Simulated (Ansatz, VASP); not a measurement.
# One calculation of Rh, two programs

The input INCAR:

```
ALGO     = Normal         # electronic algorithm
EDIFF    = 1E-6           # SCF threshold, eV
ENCUT    = 520            # plane-wave cutoff, eV
GGA      = PE             # functional
ISIF     = 2              # what is computed and relaxed
ISMEAR   = 0              # smearing method
ISPIN    = 2              # spin polarisation
LASPH    = T              # aspherical terms in the spheres
LCHARG   = T              # write CHGCAR
LELF     = T              # ELF
LMAXMIX  = 4              # l up to which the mixer works
LORBIT   = 11             # projections on sites
LREAL    = F              # projectors in reciprocal space
LVHAR    = T            
LWAVE    = F              # write WAVECAR
MAGMOM   = 1              # initial moments
NBANDS   = 18             # bands
NELM     = 150            # most SCF steps
PREC     = Accurate       # precision mode
SIGMA    = 0.1            # smearing width, eV
```

File KPOINTS:

```
k-points
0
Gamma
  6 6 6
```

Contents of POSCAR:

```
Rh
1.0
    2.6371196821      0.0000000000      0.0000000000
   -1.3185598411      2.2838126375      0.0000000000
    0.0000000000      0.0000000000      2.5520144649
Rh
1
Direct
    0.0000000000      0.0000000000      0.0000000000
```

Input for Ansatz:

```yaml
crystal:
  lattice:
    - [2.6371196821, 0.0, 0.0]
    - [-1.3185598411, 2.2838126375, 0.0]
    - [0.0, 0.0, 2.5520144649]
  atoms:
    - { symbol: Rh, position: [0.0, 0.0, 0.0], spin: 1.0 }
basis:
  ecutwfc: 420
kpoints:
  mp_grid: { grid: [6, 6, 6] }
hamiltonian:
  xc: pbe
scf:
  occupations: { method: gaussian, width: 0.1 }
  lower_state_search: "off"
output:
  forces: true
  stress: true
  eigenvalues: true
  populations: true
magnetization:
  spin_polarized: true
```

Alike in both runs: task single point; functional PBE; k mesh 6 × 6 × 6; occupations gaussian, width 0.1 eV; collinear spin.

|  | VASP | Ansatz |
| --- | --- | --- |
| version | VASP 6.6.1 | Ansatz 0.2.0 |
| potentials or method | VASP PAW PBE potentials, release 64 (Rh_pv), cutoff 520 eV | scalar-relativistic, plane waves, PAW |
| valence electrons in the cell | 15 | 17 |

|  | VASP | Ansatz | Ansatz less VASP |
| --- | --- | --- | --- |
| gap on the k mesh at the Fermi level (eV) | none | none | - |
| pressure (GPa) | 1.2 | 1.2 | -0.04 |
| traceless stress, the component that is largest in VASP (GPa) | 2.86 | 3.05 | +0.190 |
| net moment per atom (μB) | 0.00 | 0.00 | 0.000 |

A gap of «none» marks a metal or a gap that the smearing closes. VASP's potentials hold 15 valence electrons a cell and Ansatz's 17, so a difference there can come from the potentials and not from the codes. Ansatz's warnings: seeded moment not kept.

The k mesh is coarse, so the values compare programs but aren't converged.
